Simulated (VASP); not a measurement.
# Rb: relaxation of cell and atoms with r2SCAN

Crystal: Rb.

```
CELL_PARAMETERS angstrom
-2.79250 2.79250 2.79250
2.79250 -2.79250 2.79250
2.79250 2.79250 -2.79250
ATOMIC_POSITIONS crystal
Rb 0.00000 0.00000 0.00000
```

| Quantity | Value |
| --- | --- |
| Program | VASP 6.6.1 |
| Task | relaxation of cell and atoms |
| Functional | r2SCAN |
| Potentials or basis | VASP PAW PBE potentials, release 64 (Rb_sv) |
| Cutoff | 600 eV |
| k mesh | 13 × 13 × 13 |
| Occupations | fermi-dirac, width 0.05 eV |
| Spin | no spin polarisation |
| Dipole correction | no |
| Further INCAR settings | ALGO = Normal; EDIFF = 1e-06; IBRION = 2; EDIFFG = -0.003; NSW = 100; ISIF = 3 |

```yaml
Relaxed_volume: 94.85 Å³/atom
Relaxed_cell: a = 4.976 Å, b = 4.976 Å, c = 4.976 Å, α = 109.47°, β = 109.47°, γ = 109.47°
Space_group_after_relaxing_to_0.1_Å: Im-3m (No. 229)
Energy_gained_by_relaxing: 6.0 meV/atom
Ionic_steps: 4
Pressure_after_relaxing: 0.0 GPa
Band_gap_on_the_k_mesh: zero (an odd number of electrons rules out a gap without spin polarisation)
```

Step by step:
```
step  energy change (eV)  largest force (eV/Å)  pressure (GPa)  volume (Å³)
   1              0.0000                0.0000            0.26        87.10
   2             -0.0026                0.0000            0.19        88.92
   3             -0.0059                0.0000            0.02        94.34
   4             -0.0060                0.0000            0.00        94.85
```

Final structure:
```
Rb
1.0
    -2.87289    2.87289    2.87289
     2.87289   -2.87289    2.87289
     2.87289    2.87289   -2.87289
Rb
1
Direct
  0.00000 0.00000 0.00000
```

Levels at points of the mesh, in eV from the Fermi level:
| k point | band 2 | band 3 | band 4 | band 5 | band 6 | band 7 |
| --- | --- | --- | --- | --- | --- | --- |
| (0.00, 0.00, 0.00) | -13.61 | -13.61 | -13.61 | -2.06 | 4.05 | 4.05 |

Wall time 7.2 min on 1 thread of Intel(R) Xeon(R) 6975P-C (Granite Rapids), with other jobs on the host, peak memory 0.3 GiB.

Caveat: the PAW data sets were made with another functional, which shifts forces and pressure a little. Zero-point motion and thermal expansion aren't in these numbers.
